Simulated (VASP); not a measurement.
# KZnI3 (Pm-3m) in VASP: further runs

KZnI3 is run at these levels: PBE; tasks: single point.

Program: VASP 6.6.1. These are calculated values, not measurements. Logs are shortened: lines on timing, memory, paths and dates and some standing lists are left out, and cuts for length are marked.

### Step 1. The cell of the first run

Symmetry: Pm-3m, No. 221, cubic system. Conventional cell: a = 5.809 Å, b = 5.809 Å, c = 5.809 Å, α = 90.00°, β = 90.00°, γ = 90.00°. Within 5.4 Å of K (site symmetry m-3m) lie 12 I at 4.11 Å and 8 Zn at 5.03 Å. Zn (site symmetry m-3m) has 6 I at 2.90 Å within 3.8 Å. Within 3.8 Å of I (site symmetry 4/mmm) lie 2 Zn at 2.90 Å.

### Step 2. Single point, PBE (volume changed by +3%)

Input file INCAR:

```
ALGO = Normal
EDIFF = 1E-6
ENCUT = 520
GGA = PE
ISIF = 2
ISMEAR = -1
LASPH = T
LCHARG = F
LREAL = F
LWAVE = F
NBANDS = 29
NELM = 80
PREC = Accurate
SIGMA = 0.02
```

Input file KPOINTS:

```
k-points
0
Gamma
  4 4 4
```

Input file POSCAR:

```
KZnI3
1.0
    5.8086035046      0.0000000000      0.0000000000
    0.0000000000      5.8086035046      0.0000000000
    0.0000000000      0.0000000000      5.8086035046
K Zn I
1 1 3
Direct
    0.0000000000      0.0000000000      0.0000000000
    0.5000000000      0.5000000000      0.5000000000
    0.5000000000      0.5000000000      0.0000000000
    0.5000000000      0.0000000000      0.5000000000
    0.0000000000      0.5000000000      0.5000000000
```

Potentials or basis: VASP PAW PBE potentials, release 64 (K_sv, Zn, I).

Launch:

```bash
$ cat potpaw_PBE.64/K_sv/POTCAR potpaw_PBE.64/Zn/POTCAR potpaw_PBE.64/I/POTCAR > POTCAR
$ mpirun -np 1 vasp_std > vasp.out
```

OUTCAR:

```text
EDIFF = 1E-6
   ENCUT = 520
   GGA = PE
   ISIF = 2
   ISMEAR = -1
   LASPH = T
   LREAL = F
   NELM = 80
   PREC = Accurate

 ion  position               nearest neighbor table
   1  0.000  0.000  0.000-
   2  0.500  0.500  0.500-   3 2.90   4 2.90   5 2.90   3 2.90   4 2.90   5 2.90
   3  0.500  0.500  0.000-   2 2.90   2 2.90
   4  0.500  0.000  0.500-   2 2.90   2 2.90
   5  0.000  0.500  0.500-   2 2.90   2 2.90

  LATTYP: Found a simple cubic cell.
 ALAT       =     5.8086035046

  Lattice vectors:

 A1 = (   5.8086035046,   0.0000000000,   0.0000000000)
 A2 = (   0.0000000000,   5.8086035046,   0.0000000000)
 A3 = (   0.0000000000,   0.0000000000,   5.8086035046)

Analysis of symmetry for initial positions (statically):
=====================================================================
 Subroutine PRICEL returns:
 Original cell was already a primitive cell.

 Routine SETGRP: Setting up the symmetry group for a
 simple cubic supercell.

 Subroutine GETGRP returns: Found 48 space group operations
 (whereof 48 operations were pure point group operations)
 out of a pool of 48 trial point group operations.

The static configuration has the point symmetry O_h .

Analysis of symmetry for dynamics (positions and initial velocities):
=====================================================================
 Subroutine PRICEL returns:
 Original cell was already a primitive cell.

 Routine SETGRP: Setting up the symmetry group for a
 simple cubic supercell.

 Subroutine GETGRP returns: Found 48 space group operations
 (whereof 48 operations were pure point group operations)
 out of a pool of 48 trial point group operations.

The dynamic configuration has the point symmetry O_h .

 Subroutine INISYM returns: Found 48 space group operations
 (whereof 48 operations are pure point group operations),
 and found     1 'primitive' translations

----------------------------------------------------------------------------------------

                                     Primitive cell

  volume of cell :     195.9816

  direct lattice vectors                    reciprocal lattice vectors
     5.808603505  0.000000000  0.000000000     0.172158420  0.000000000  0.000000000
     0.000000000  5.808603505  0.000000000     0.000000000  0.172158420  0.000000000
     0.000000000  0.000000000  5.808603505     0.000000000  0.000000000  0.172158420

  length of vectors
     5.808603505  5.808603505  5.808603505     0.172158420  0.172158420  0.172158420

  position of ions in fractional coordinates (direct lattice)
     0.000000000  0.000000000  0.000000000
     0.500000000  0.500000000  0.500000000
     0.500000000  0.500000000  0.000000000
     0.500000000  0.000000000  0.500000000
     0.000000000  0.500000000  0.500000000

  ion indices of the primitive-cell ions
   primitive index   ion index
                 1           1
                 2           2
                 3           3
                 4           4
                 5           5

----------------------------------------------------------------------------------------

 KPOINTS: k-points

Automatic generation of k-mesh.
 Grid dimensions read from file:
 generate k-points for:    4    4    4

 Generating k-lattice:

  Cartesian coordinates                     Fractional coordinates (reciprocal lattice)
     0.043039605  0.000000000  0.000000000     0.250000000  0.000000000  0.000000000
     0.000000000  0.043039605  0.000000000     0.000000000  0.250000000  0.000000000
     0.000000000  0.000000000  0.043039605     0.000000000  0.000000000  0.250000000

  Length of vectors
     0.043039605  0.043039605  0.043039605

  Shift w.r.t. Gamma in fractional coordinates (k-lattice)
     0.000000000  0.000000000  0.000000000

 Subroutine IBZKPT returns following result:
 ===========================================

 Found     10 irreducible k-points:

 Following reciprocal coordinates:
            Coordinates               Weight
  0.000000  0.000000  0.000000      1.000000
  0.250000  0.000000  0.000000      6.000000
  0.500000  0.000000  0.000000      3.000000
  0.250000  0.250000  0.000000     12.000000
  0.500000  0.250000  0.000000     12.000000
  0.500000  0.500000  0.000000      3.000000
  0.250000  0.250000  0.250000      8.000000
  0.500000  0.250000  0.250000     12.000000
  0.500000  0.500000  0.250000      6.000000
  0.500000  0.500000  0.500000      1.000000
   k-points           NKPTS =     10   k-points in BZ     NKDIM =     10   number of bands    NBANDS=     29
   number of dos      NEDOS =    301   number of ions     NIONS =      5
   total plane-waves  NPLWV = 110592
   dimension x,y,z NGX =    48 NGY =   48 NGZ =   48
   dimension x,y,z NGXF=    96 NGYF=   96 NGZF=   96
   ions per type =               1   1   3
   NGX,Y,Z   is equivalent  to a cutoff of  13.74, 13.74, 13.74 a.u.
   NGXF,Y,Z  is equivalent  to a cutoff of  27.48, 27.48, 27.48 a.u.
 SYSTEM =  unknown system
   PREC   = accura    normal or accurate (medium, high low for compatibility)
   ISTART =      0    job   : 0-new  1-cont  2-samecut
   ICHARG =      2    charge: 1-file 2-atom 10-const
   ISPIN  =      1    spin polarized calculation?
   LNONCOLLINEAR =      F non collinear calculations
   LSORBIT =      F    spin-orbit coupling
   LASPH  =      T    aspherical Exc in radial PAW
   ENCUT  =  520.0 eV  38.22 Ry    6.18 a.u.  10.80 10.80 10.80*2*pi/ulx,y,z
   NELM   =     80;   NELMIN=  2; NELMDL= -5     # of ELM steps
   EDIFF  = 0.1E-05   stopping-criterion for ELM
   LREAL  =      F    real-space projection
   EDIFFG = 0.1E-04   stopping-criterion for IOM
   NSW    =      0    number of steps for IOM
   IBRION =     -1    ionic relax: 0-MD 1-quasi-New 2-CG
   NFREE  =      0    steps in history (QN), initial steepest desc. (CG)
   ISIF   =      2    stress and relaxation
   ISYM   =      2    0-nonsym 1-usesym 2-fastsym
   POTIM  = 0.5000    time-step for ionic-motion
   TEBEG  =    0.0;   TEEND  =   0.0 temperature during run
   PSTRESS=    0.0 pullay stress
   NELECT =      42.0000    total number of electrons
   NUPDOWN=      -1.0000    fix difference up-down
   EMIN   =  10.00;   EMAX   =-10.00  energy-range for DOS
   EFERMI =   0.00;   METHOD = LEGACY
   ISMEAR =    -1;   SIGMA  =   0.02  broadening in eV -4-tet -1-fermi 0-gaus
   EFERMI_NEDOS =   21; number of points for ismear=-14 and -15
   IALGO  =     38    algorithm
   IMIX   =      4    mixing-type and parameters
     AMIX     =   0.40;   BMIX     =  1.00
     AMIX_MAG =   1.60;   BMIX_MAG =  1.00
  volume/ion in A,a.u.               =      39.20       264.51
  Fermi-wavevector in a.u.,A,eV,Ry     =   0.979684  1.851335 13.058621  0.959782
  Thomas-Fermi vector in A             =   2.110557
   LORBIT       =      0    0 simple, 1 ext, 2 COOP (PROOUT), +10 PAW based schemes
   GGA     = PE    functional components
   LHFCALC =     F    Hartree Fock is set to
   AEXX    =    0.0000 exact exchange contribution
   IVDW    =     0    specifies the selected vdW correction
   LEPSILON=     F    determine dielectric tensor
   LRPA    =     F    only Hartree local field effects (RPA)
 non-spin polarized calculation
  energy-cutoff  :      520.00
  volume of cell :      195.98
 maximum number of plane-waves:      5294
 NGX is ok and might be reduce to    48
   NGX = 21   NGY = 21   NGZ = 21

 number of electron      41.9999995 magnetization

 Free energy of the ion-electron system (eV)
  ---------------------------------------------------
  ext. energy  EPLUGINS =         0.00000000
  ---------------------------------------------------
  free energy    TOTEN  =       -10.62559224 eV

  energy without entropy =      -10.62348017  energy(sigma->0) =      -10.62453620

 E-fermi :   1.3013     XC(G=0):  -7.7911

 val. band max:        1.2628210702   @ k =   0.5000   0.5000   0.5000
 cond. band min:       1.8894762786   @ k =   0.2500   0.0000   0.0000
 fundamental gap:      0.6266552084
 Fermi energy:         1.3012819301

 k-point     1 :       0.0000    0.0000    0.0000
  band No.  band energies     occupation
      1     -28.5486      2.00000
      2     -12.0075      2.00000
      3     -12.0075      2.00000
      4     -12.0075      2.00000
      5     -10.7643      2.00000
      6      -9.9393      2.00000
[... 21 lines left out ...]
     28       6.7581      0.00000
     29       9.3525      0.00000

 k-point     2 :       0.2500    0.0000    0.0000
  band No.  band energies     occupation
      1     -28.5486      2.00000
      2     -12.0148      2.00000
      3     -12.0072      2.00000
      4     -12.0072      2.00000
      5     -10.6591      2.00000
      6     -10.0296      2.00000
[... 21 lines left out ...]
     28       7.3354      0.00000
     29       8.4047      0.00000

 k-point     3 :       0.5000    0.0000    0.0000
  band No.  band energies     occupation
      1     -28.5486      2.00000
      2     -12.0219      2.00000
      3     -12.0069      2.00000
      4     -12.0069      2.00000
      5     -10.4997      2.00000
      6     -10.1749      2.00000
[... 21 lines left out ...]
     28       7.8439      0.00000
     29       8.3425      0.00000

 k-point     4 :       0.2500    0.2500    0.0000
  band No.  band energies     occupation
      1     -28.5486      2.00000
      2     -12.0146      2.00000
      3     -12.0113      2.00000
      4     -12.0069      2.00000
      5     -10.5626      2.00000
      6     -10.0504      2.00000
[... 149 lines left out ...]
     28       8.1077      0.00000
     29       8.1964      0.00000

 k-point     9 :       0.5000    0.5000    0.2500
  band No.  band energies     occupation
      1     -28.5485      2.00000
      2     -12.0129      2.00000
      3     -12.0129      2.00000
      4     -12.0084      2.00000
      5     -10.1986      2.00000
      6     -10.1541      2.00000
[... 21 lines left out ...]
     28       7.7306      0.00000
     29       8.4341      0.00000

 k-point    10 :       0.5000    0.5000    0.5000
  band No.  band energies     occupation
      1     -28.5485      2.00000
      2     -12.0105      2.00000
      3     -12.0105      2.00000
      4     -12.0105      2.00000
      5     -10.1534      2.00000
      6     -10.1534      2.00000
[... 21 lines left out ...]
     28       7.7601      0.00000
     29       7.7601      0.00000

------------------------ aborting loop because EDIFF is reached ----------------------------------------

  FORCE on cell =-STRESS in cart. coord.  units (eV):
  Direction    XX          YY          ZZ          XY          YZ          ZX
  --------------------------------------------------------------------------------------
  -------------------------------------------------------------------------------------
  Total       -0.6501700     -0.6501700     -0.6501700     -0.0000000     -0.0000000      0.0000000
  in kB       -5.3152328     -5.3152328     -5.3152328     -0.0000000     -0.0000000      0.0000000
  external PRESSURE =      -5.3152328 kB  Pullay stress =       0.0000000 kB

 VOLUME and BASIS-vectors are now :
 -----------------------------------------------------------------------------
  energy-cutoff  :      520.00
  volume of cell :      195.98
      direct lattice vectors                 reciprocal lattice vectors
     5.808603505  0.000000000  0.000000000     0.172158420  0.000000000  0.000000000
     0.000000000  5.808603505  0.000000000     0.000000000  0.172158420  0.000000000
     0.000000000  0.000000000  5.808603505     0.000000000  0.000000000  0.172158420

 POSITION                                       TOTAL-FORCE (eV/Angst)
 -----------------------------------------------------------------------------------
      0.00000      0.00000      0.00000         0.000000      0.000000      0.000000
      2.90430      2.90430      2.90430         0.000000      0.000000      0.000000
      2.90430      2.90430      0.00000         0.000000      0.000000      0.000000
      2.90430      0.00000      2.90430         0.000000      0.000000      0.000000
      0.00000      2.90430      2.90430         0.000000      0.000000      0.000000
 -----------------------------------------------------------------------------------
    total drift:                                0.000000     -0.000000     -0.000000

  FREE ENERGIE OF THE ION-ELECTRON SYSTEM (eV)
  ---------------------------------------------------
  free  energy   TOTEN  =       -10.6255922402 eV

  energy  without entropy=      -10.6234801654  energy(sigma->0) =      -10.62453620
```

It took 29 s on 1 thread of Intel Xeon 6975P-C (Granite Rapids), shared host; peak memory 0.34 GiB.

What came out:

| Item | Value |
| --- | --- |
| Free energy | -10.6256 eV |
| Pressure | -0.5 GPa |
| Band gap on the k mesh | zero (band 21 reaches 1.26 eV, above the bottom of band 22 at 0.76 eV) |

Levels at points of the mesh, in eV from the Fermi level:
```
           k point  band 19  band 20  band 21  band 22  band 23  band 24
(0.00, 0.00, 0.00)    -0.87    -0.54    -0.54    -0.54     3.35     5.01
(0.50, 0.00, 0.00)    -1.12    -0.69    -0.69     2.02     4.51     5.07
(0.50, 0.50, 0.00)    -1.26    -0.44    -0.06     3.37     4.54     4.54
(0.50, 0.50, 0.50)    -0.04    -0.04    -0.04     3.77     3.94     3.94
```

Caveat: spin-orbit coupling is left out, which moves the levels of the heavy elements.

### Step 3. Single point, PBE (volume changed by +6%)

Input file INCAR:

```
SYSTEM = KZnI3
  ALGO = Normal
  EDIFF = 1E-7
  ENCUT = 520
  GGA = PE
  ISIF = 2
  ISMEAR = -1
  LASPH = .TRUE.
  LCHARG = .FALSE.
  LREAL = .FALSE.
  LWAVE = .FALSE.
  NBANDS = 29
  NELM = 100
  PREC = Accurate
  SIGMA = 0.02
```

Input file KPOINTS:

```
k-points
0
G
  4 4 4
  0 0 0
```

POSCAR: that of step 2 with these lines changed.

```diff
@@ -2,5 +2,5 @@
 1.0
-    5.8086035046      0.0000000000      0.0000000000
-    0.0000000000      5.8086035046      0.0000000000
-    0.0000000000      0.0000000000      5.8086035046
+    5.8644588879      0.0000000000      0.0000000000
+    0.0000000000      5.8644588879      0.0000000000
+    0.0000000000      0.0000000000      5.8644588879
 K Zn I
```

Potentials or basis: VASP PAW PBE potentials, release 64 (K_sv, Zn, I).

Launch:

```bash
$ cat potpaw_PBE.64/K_sv/POTCAR potpaw_PBE.64/Zn/POTCAR potpaw_PBE.64/I/POTCAR > POTCAR
$ mpirun -np 1 vasp_std > vasp.out
```

Run time: 33 s. Hardware: 1 thread of Intel Xeon 6975P-C (Granite Rapids), shared host; peak memory 0.34 GiB.

The run converged. Its results:

```
Free energy            : -10.5979 eV
Pressure               : -1.0 GPa
Band gap on the k mesh : zero (band 21 reaches 1.04 eV, above the bottom of band 22 at 0.56 eV)
```

Levels at points of the mesh, in eV from the Fermi level:
```csv
k point,band 19,band 20,band 21,band 22,band 23,band 24
"(0.00, 0.00, 0.00)",-0.83,-0.52,-0.52,-0.52,3.34,5.06
"(0.50, 0.00, 0.00)",-1.05,-0.66,-0.66,1.94,4.52,5.06
"(0.50, 0.50, 0.00)",-1.19,-0.45,-0.06,3.25,4.54,4.54
"(0.50, 0.50, 0.50)",-0.04,-0.04,-0.04,3.81,3.93,3.93
```

Caveat: spin-orbit coupling is left out, which moves the levels of the heavy elements.
